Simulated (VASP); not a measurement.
# SiC (P6_3mc) in VASP: notebook, part 2 of 2

VASP 6.6.1. The steps go on from the part before.

**4. Single point, r2SCAN**

File POSCAR:

```
SiC
1.0
    3.0753564068      0.0000000000      0.0000000000
   -1.5376782034      2.6633367739      0.0000000000
    0.0000000000      0.0000000000      5.0481087035
Si C
2 2
Direct
    0.3333333333      0.6666666667      0.4995917768
    0.6666666667      0.3333333333      0.9995917768
    0.3333333333      0.6666666667      0.8754082232
    0.6666666667      0.3333333333      0.3754082232
```

File INCAR.step1:

```
SYSTEM = SiC
PREC = Accurate
ENCUT = 520
ISMEAR = 0
SIGMA = 0.01
LREAL = .False.
LASPH = .True.
NELM = 100
NBANDS = 16
GGA = PE
ALGO = Normal
EDIFF = 1E-4
LWAVE = .True.
LCHARG = .False.
```

File INCAR.step2:

```
SYSTEM = SiC
PREC = Accurate
ENCUT = 520
EDIFF = 1E-7
ISMEAR = 0
SIGMA = 0.01
LREAL = .False.
LASPH = .True.
NELM = 100
ALGO = Normal
ISIF = 2
LWAVE = .False.
LCHARG = .False.
METAGGA = R2SCAN
LMIXTAU = .True.
NBANDS = 16
ISTART = 1
```

File KPOINTS:

```
Automatic mesh
0
Gamma
  6 6 4
  0 0 0
```

Potentials or basis: VASP PAW PBE potentials, release 64 (Si, C).

Command:

```console
> cat potpaw_PBE.64/Si/POTCAR potpaw_PBE.64/C/POTCAR > POTCAR
> cp INCAR.step1 INCAR
> mpirun -np 1 vasp_std > vasp.out
> cp INCAR.step2 INCAR
> mpirun -np 1 vasp_std > vasp.out
```

OUTCAR:

```text
SYSTEM = SiC
   PREC = Accurate
   ENCUT = 520
   EDIFF = 1E-7
   ISMEAR = 0
   LREAL = .False.
   LASPH = .True.
   NELM = 100
   ISIF = 2
   METAGGA = R2SCAN
   ISTART = 1

 ion  position               nearest neighbor table
   1  0.333  0.667  0.500-   4 1.88   4 1.88   4 1.88   3 1.90   2 3.09   2 3.09   2 3.09   2 3.09
                             2 3.09   2 3.09
   2  0.667  0.333  1.000-   3 1.88   3 1.88   3 1.88   4 1.90   1 3.09   1 3.09   1 3.09   1 3.09
                             1 3.09   1 3.09
   3  0.333  0.667  0.875-   2 1.88   2 1.88   2 1.88   1 1.90
   4  0.667  0.333  0.375-   1 1.88   1 1.88   1 1.88   2 1.90

  LATTYP: Found a hexagonal cell.
 ALAT       =     3.0753564068
 C/A-ratio  =     1.6414711129

  Lattice vectors:

 A1 = (   3.0753564068,   0.0000000000,   0.0000000000)
 A2 = (  -1.5376782034,   2.6633367739,   0.0000000000)
 A3 = (   0.0000000000,   0.0000000000,   5.0481087035)

Analysis of symmetry for initial positions (statically):
=====================================================================
 Subroutine PRICEL returns:
 Original cell was already a primitive cell.

 Routine SETGRP: Setting up the symmetry group for a
 hexagonal supercell.

 Subroutine GETGRP returns: Found 12 space group operations
 (whereof  6 operations were pure point group operations)
 out of a pool of 24 trial point group operations.

The static configuration has the point symmetry C_3v.
 The point group associated with its full space group is C_6v.

Analysis of symmetry for dynamics (positions and initial velocities):
=====================================================================
 Subroutine PRICEL returns:
 Original cell was already a primitive cell.

 Routine SETGRP: Setting up the symmetry group for a
 hexagonal supercell.

 Subroutine GETGRP returns: Found 12 space group operations
 (whereof  6 operations were pure point group operations)
 out of a pool of 24 trial point group operations.

The dynamic configuration has the point symmetry C_3v.
 The point group associated with its full space group is C_6v.

 Subroutine INISYM returns: Found 12 space group operations
 (whereof  6 operations are pure point group operations),
 and found     1 'primitive' translations

----------------------------------------------------------------------------------------

                                     Primitive cell

  volume of cell :      41.3476

  direct lattice vectors                    reciprocal lattice vectors
     3.075356407  0.000000000  0.000000000     0.325165564  0.187734426  0.000000000
    -1.537678203  2.663336774  0.000000000     0.000000000  0.375468852  0.000000000
     0.000000000  0.000000000  5.048108703     0.000000000  0.000000000  0.198093991

  length of vectors
     3.075356407  3.075356407  5.048108703     0.375468852  0.375468852  0.198093991

  position of ions in fractional coordinates (direct lattice)
     0.333333333  0.666666667  0.499591777
     0.666666667  0.333333333  0.999591777
     0.333333333  0.666666667  0.875408223
     0.666666667  0.333333333  0.375408223

[... 29 lines left out ...]
 ===========================================

 Found     21 irreducible k-points:

 Following reciprocal coordinates:
            Coordinates               Weight
  0.000000  0.000000  0.000000      1.000000
  0.166667  0.000000  0.000000      6.000000
  0.333333  0.000000  0.000000      6.000000
  0.500000  0.000000  0.000000      3.000000
  0.166667  0.166667  0.000000      6.000000
  0.333333  0.166667  0.000000     12.000000
[... 13 lines left out ...]
  0.333333  0.166667  0.500000     12.000000
  0.333333  0.333333  0.500000      2.000000
   k-points           NKPTS =     21   k-points in BZ     NKDIM =     21   number of bands    NBANDS=     16
   number of dos      NEDOS =    301   number of ions     NIONS =      4
   total plane-waves  NPLWV =  23040
   dimension x,y,z NGX =    24 NGY =   24 NGZ =   40
   dimension x,y,z NGXF=    48 NGYF=   48 NGZF=   80
   ions per type =               2   2
   NGX,Y,Z   is equivalent  to a cutoff of  12.97, 12.97, 13.17 a.u.
   NGXF,Y,Z  is equivalent  to a cutoff of  25.95, 25.95, 26.35 a.u.
 SYSTEM =  SiC
   PREC   = accura    normal or accurate (medium, high low for compatibility)
   ISTART =      1    job   : 0-new  1-cont  2-samecut
   ICHARG =      0    charge: 1-file 2-atom 10-const
   ISPIN  =      1    spin polarized calculation?
   LNONCOLLINEAR =      F non collinear calculations
   LSORBIT =      F    spin-orbit coupling
   LASPH  =      T    aspherical Exc in radial PAW
   ENCUT  =  520.0 eV  38.22 Ry    6.18 a.u.   5.72  5.72  9.39*2*pi/ulx,y,z
   NELM   =    100;   NELMIN=  2; NELMDL=  0     # of ELM steps
   EDIFF  = 0.1E-06   stopping-criterion for ELM
   LREAL  =      F    real-space projection
   EDIFFG = 0.1E-05   stopping-criterion for IOM
   NSW    =      0    number of steps for IOM
   IBRION =     -1    ionic relax: 0-MD 1-quasi-New 2-CG
   NFREE  =      0    steps in history (QN), initial steepest desc. (CG)
   ISIF   =      2    stress and relaxation
   ISYM   =      2    0-nonsym 1-usesym 2-fastsym
   POTIM  = 0.5000    time-step for ionic-motion
   TEBEG  =    0.0;   TEEND  =   0.0 temperature during run
   PSTRESS=    0.0 pullay stress
   NELECT =      16.0000    total number of electrons
   NUPDOWN=      -1.0000    fix difference up-down
   EMIN   =  10.00;   EMAX   =-10.00  energy-range for DOS
   EFERMI =   0.00;   METHOD = LEGACY
   ISMEAR =     0;   SIGMA  =   0.01  broadening in eV -4-tet -1-fermi 0-gaus
   EFERMI_NEDOS =   21; number of points for ismear=-14 and -15
   IALGO  =     38    algorithm
   IMIX   =      4    mixing-type and parameters
     AMIX     =   0.40;   BMIX     =  1.00
     AMIX_MAG =   1.60;   BMIX_MAG =  1.00
  volume/ion in A,a.u.               =      10.34        69.76
  Fermi-wavevector in a.u.,A,eV,Ry     =   1.192975  2.254396 19.363673  1.423190
  Thomas-Fermi vector in A             =   2.329001
   LORBIT       =      0    0 simple, 1 ext, 2 COOP (PROOUT), +10 PAW based schemes
   METAGGA = R2SCAN    functional components
   LHFCALC =     F    Hartree Fock is set to
   AEXX    =    0.0000 exact exchange contribution
   IVDW    =     0    specifies the selected vdW correction
   LEPSILON=     F    determine dielectric tensor
   LRPA    =     F    only Hartree local field effects (RPA)
 non-spin polarized calculation
 Gauss-broadening in eV      SIGMA  =   0.01
  energy-cutoff  :      520.00
  volume of cell :       41.35
 maximum number of plane-waves:      1124
 NGX is ok and might be reduce to    24
   NGX = 11   NGY = 11   NGZ = 19

 number of electron      16.0000000 magnetization

 Free energy of the ion-electron system (eV)
  ---------------------------------------------------
  ext. energy  EPLUGINS =         0.00000000
  ---------------------------------------------------
  free energy    TOTEN  =       -38.62845668 eV

  energy without entropy =      -38.62845668  energy(sigma->0) =      -38.62845668

 E-fermi :   8.2152     XC(G=0): -11.9281

 val. band max:        8.1484186837   @ k =   0.0000   0.0000   0.0000
 cond. band min:      10.8048482673   @ k =   0.3333   0.3333   0.0000
 fundamental gap:      2.6564295835
 Fermi energy:         8.2152145744

 k-point     1 :       0.0000    0.0000    0.0000
  band No.  band energies     occupation
      1      -8.2071      2.00000
      2      -4.5790      2.00000
      3      -0.8449      2.00000
      4       6.7624      2.00000
      5       6.7624      2.00000
      6       8.0364      2.00000
[... 376 lines left out ...]
      3       0.1556      2.00000
      4       0.1556      2.00000
      5       2.3205      2.00000
      6       2.3205      2.00000
[... 8 lines left out ...]
     15      20.5376      0.00000
     16      20.5376      0.00000

------------------------ aborting loop because EDIFF is reached ----------------------------------------

  FORCE on cell =-STRESS in cart. coord.  units (eV):
  Direction    XX          YY          ZZ          XY          YZ          ZX
  --------------------------------------------------------------------------------------
  -------------------------------------------------------------------------------------
  Total       -0.0375329     -0.0375329     -0.0677776      0.0000000      0.0000000      0.0000000
  in kB       -1.4543602     -1.4543602     -2.6263125      0.0000000      0.0000000      0.0000000
  external PRESSURE =      -1.8450110 kB  Pullay stress =       0.0000000 kB

 VOLUME and BASIS-vectors are now :
 -----------------------------------------------------------------------------
  energy-cutoff  :      520.00
  volume of cell :       41.35
      direct lattice vectors                 reciprocal lattice vectors
     3.075356407  0.000000000  0.000000000     0.325165564  0.187734426  0.000000000
    -1.537678203  2.663336774  0.000000000     0.000000000  0.375468852  0.000000000
     0.000000000  0.000000000  5.048108703     0.000000000  0.000000000  0.198093991

 POSITION                                       TOTAL-FORCE (eV/Angst)
 -----------------------------------------------------------------------------------
     -0.00000      1.77556      2.52199        -0.000000      0.000000     -0.005661
      1.53768      0.88778      5.04605         0.000000     -0.000000     -0.005661
     -0.00000      1.77556      4.41916        -0.000000     -0.000000      0.005661
      1.53768      0.88778      1.89510        -0.000000     -0.000000      0.005661
 -----------------------------------------------------------------------------------
    total drift:                               -0.000000     -0.000000      0.000402

  FREE ENERGIE OF THE ION-ELECTRON SYSTEM (eV)
  ---------------------------------------------------
  free  energy   TOTEN  =       -38.6284566843 eV

  energy  without entropy=      -38.6284566843  energy(sigma->0) =      -38.62845668
```

Run time: 62 s. Hardware: 1 thread of AMD EPYC 7R13 (Zen 3), shared host; peak memory 0.13 GiB.

Results:

| Item | Value |
| --- | --- |
| Free energy | -38.6285 eV |
| Pressure | -0.2 GPa |
| Largest force | 0.006 eV/Å |
| Band gap on the k mesh | 2.66 eV, indirect (least direct gap 4.48 eV) |

Forces on the atoms (eV/Å):
```
Si   0.000  0.000 -0.006
Si   0.000  0.000 -0.006
C    0.000  0.000  0.006
C    0.000  0.000  0.006
```

Caveat: the PAW data sets were made with another functional, which shifts forces and pressure a little. A k mesh can miss the band edges.

**5. Single point, PBE**

File INCAR:

```
SYSTEM = SiC
PREC     = Accurate       ! precision mode
ENCUT    = 520            ! plane-wave cutoff, eV
EDIFF    = 1E-7           ! SCF threshold, eV
ISMEAR   = 0              ! smearing method
SIGMA    = 0.01           ! smearing width, eV
LREAL    = .FALSE.        ! projectors in reciprocal space
LASPH    = .TRUE.         ! aspherical terms in the spheres
NELM     = 100            ! most SCF steps
ALGO     = Normal         ! electronic algorithm
ISIF     = 2              ! what is computed and relaxed
LWAVE    = .FALSE.        ! write WAVECAR
LCHARG   = .TRUE.         ! write CHGCAR
GGA      = PE             ! functional
LELF     = .TRUE.         ! ELF
LVHAR    = .TRUE.       
NBANDS   = 16             ! bands
```

File KPOINTS:

```
Automatic mesh
0
G
  12 12 6
  0 0 0
```

POSCAR is that of step 4.

Command:

```console
> cat potpaw_PBE.64/Si/POTCAR potpaw_PBE.64/C/POTCAR > POTCAR
> mpirun -np 1 vasp_std > vasp.out
```

Wall time 40 s (1 thread of AMD EPYC 7R13 (Zen 3), shared host); peak memory 0.15 GiB.

Results (log left out):

```
Free energy            : -30.1031 eV
Pressure               : 3.5 GPa
Largest force          : 0.003 eV/Å
Band gap on the k mesh : 2.27 eV, indirect (least direct gap 3.97 eV)
```

Forces on the atoms (eV/Å):
```
Si   0.000  0.000  0.003
Si   0.000  0.000  0.003
C    0.000  0.000 -0.003
C    0.000  0.000 -0.003
```

Stress tensor (GPa, compression positive):
```
3.51 0.00 0.00
0.00 3.51 0.00
0.00 0.00 3.34
```

Levels at points of the mesh, in eV from the valence-band top:
```
           k point  band 6  band 7  band 8  band 9  band 10  band 11
(0.00, 0.00, 0.00)   -0.11    0.00    0.00    4.81     6.21     6.67
(0.50, 0.00, 0.00)   -3.32   -3.29   -1.20    2.78     4.22     6.88
(0.00, 0.00, 0.50)   -0.71   -0.71   -0.71    5.90     5.90     7.35
(0.50, 0.00, 0.50)   -2.44   -2.33   -2.33    3.29     3.29     5.26
```

A k mesh can miss the band edges.

**6. The runs side by side**

| level | k mesh | gap on the mesh (eV) | pressure (GPa) |
| --- | --- | --- | --- |
| PBE | 6 × 6 × 4 | 2.27 | 3.5 |
| r2SCAN | 6 × 6 × 4 | 2.66 | -0.2 |
| PBE | 12 × 12 × 6 | 2.27 | 3.5 |

Alike in all rows: task single point; potentials or basis VASP PAW PBE potentials, release 64 (Si, C); no spin polarisation; cell as given; cutoff (eV) 520; smearing gaussian 0.01 eV.

On the cell as given the gap runs from 2.27 eV (PBE) to 2.66 eV (r2SCAN); the meshes differ, which moves gaps too. The pressure there spans -0.2 GPa (r2SCAN) to 3.5 GPa (PBE); a positive pressure means that this level wants a larger cell, a negative one a smaller.

Caveats: the PAW data sets were made with another functional, which shifts forces and pressure a little (some runs).

Absolute energies hang on the potentials; compare differences alone.
